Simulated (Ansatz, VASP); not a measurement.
## KBr in VASP and in Ansatz

```xyz
2
Lattice="0.0000 3.3748 3.2102 3.3748 0.0000 3.2102 3.3748 3.3748 0.0000" Properties=species:S:1:pos:R:3 pbc="T T T"
K     0.0000    0.0000    0.0000
Br    3.3748    3.3748    3.2102
```

Change from the starting cell: strain +0.025 along x and y, -0.025 along z, atoms carried along.

Alike in both runs: task single point; functional PBE; k mesh 6 × 6 × 6; occupations gaussian, width 0.05 eV; no spin polarisation.

|  | VASP | Ansatz |
| --- | --- | --- |
| version | VASP 6.6.1 | Ansatz 0.2.0 |
| potentials or method | VASP PAW PBE potentials, release 64 (K_sv, Br), cutoff 520 eV | scalar-relativistic, plane waves, PAW |
| valence electrons in the cell | 16 | 16 |

VASP gave:

```
gap on the k mesh at the Fermi level (eV)                     : 4.37
least direct gap on the mesh (eV)                             : 4.37
pressure (GPa)                                                : 0.6
traceless stress, the component that is largest in VASP (GPa) : 1.13
```

Task: Estimate Ansatz's values.

Result: gap on the k mesh at the Fermi level (eV): 4.37; least direct gap on the mesh (eV): 4.37; pressure (GPa): 0.6; traceless stress, the component that is largest in VASP (GPa): 1.11.

The functional is the same, so the differences come from potentials, cutoffs and numerics.
